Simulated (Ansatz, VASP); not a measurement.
**CdS in VASP and in Ansatz**

Contents of INCAR:

```
PREC = Accurate ; ENCUT = 600
EDIFF = 1E-6 ; ISMEAR = 1
SIGMA = 0.1 ; LREAL = False
LASPH = True ; NELM = 100
ALGO = Normal ; ISIF = 3
LWAVE = False ; LCHARG = False
GGA = PE ; IBRION = 2
NSW = 80 ; EDIFFG = -0.005
```

Contents of KPOINTS:

```
Automatic mesh
0
Gamma
  6 6 6
```

File POSCAR:

```
CdS
1.0
    4.1245540000      0.0000000000      0.0000000000
    2.0622770000      3.5719685433      0.0000000000
    2.0622770000      1.1906561811      3.3676842389
Cd S
1 1
Direct
    0.0000000000      0.0000000000      0.0000000000
    0.2500000000      0.2500000000      0.2500000000
```

Input for Ansatz:

```yaml
crystal:
  lattice:
    a: 4.124554
    b: 4.124554
    c: 4.124554
    alpha: 60.0
    beta: 60.0
    gamma: 60.0
  atoms:
    - { symbol: Cd, position: [0.0, 0.0, 0.0] }
    - { symbol: S, position: [0.25, 0.25, 0.25] }
kpoints:
  mp_grid:
    grid: [6, 6, 6]
hamiltonian:
  xc: pbe
  dispersion: none
scf:
  occupations:
    method: methfessel_paxton
relax:
  f_tol: 0.005
  cell: {}
```

Alike in both runs: task relaxation of cell and atoms; functional PBE; k mesh 6 × 6 × 6; no spin polarisation.

|  | VASP | Ansatz |
| --- | --- | --- |
| version | VASP 6.6.1 | Ansatz 0.2.0 |
| potentials or method | VASP PAW PBE potentials, release 64 (Cd, S) | plane waves, PAW |
| plane-wave cutoff (eV) | 600 | 420 |
| occupations | methfessel-paxton of order 1, width 0.1 eV | methfessel-paxton of order 1 |
| valence electrons in the cell | 18 | 26 |

|  | VASP | Ansatz | Ansatz less VASP |
| --- | --- | --- | --- |
| relaxed volume (Å³/atom) | 26.14 | 26.02 | -0.123 |
| relaxed cell length with the largest relative difference (Å) | 4.197 | 4.191 | -0.0066 |

VASP's potentials hold 18 valence electrons a cell and Ansatz's 26, so a difference there can come from the potentials and not from the codes.
